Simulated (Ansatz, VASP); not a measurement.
## One calculation of Zr, two programs

```
CELL_PARAMETERS angstrom
2.75053 0.00000 0.00000
-1.37527 2.38203 0.00000
0.00000 0.00000 4.85417
ATOMIC_POSITIONS crystal
Zr 0.33333 0.66667 0.25000
Zr 0.66667 0.33333 0.75000
```

Change from the starting cell: volume scaled by 0.68, LAPW.

Alike in both runs: task single point; functional PBE; k mesh 15 × 15 × 8; occupations fermi-dirac, width 0.05 eV; no spin polarisation.

|  | VASP | Ansatz |
| --- | --- | --- |
| version | VASP 6.6.1 | Ansatz 0.2.0 |
| potentials or method | VASP PAW PBE potentials, release 64 (Zr_sv), cutoff 520 eV | all-electron LAPW, scalar-relativistic |

Ansatz gave:

| Quantity | Value |
| --- | --- |
| pressure (GPa) | 63.4 |
| traceless stress, the component that is largest in VASP (GPa) | 0.11 |

Estimate VASP's values.

pressure (GPa): 63.6; traceless stress, the component that is largest in VASP (GPa): -0.07.

Both programs put the cell under a high pressure, so it lies far from rest at this level. Ansatz ran all-electron here, and VASP with PAW potentials.

Noted on VASP's run: the cell as given lies far from equilibrium.
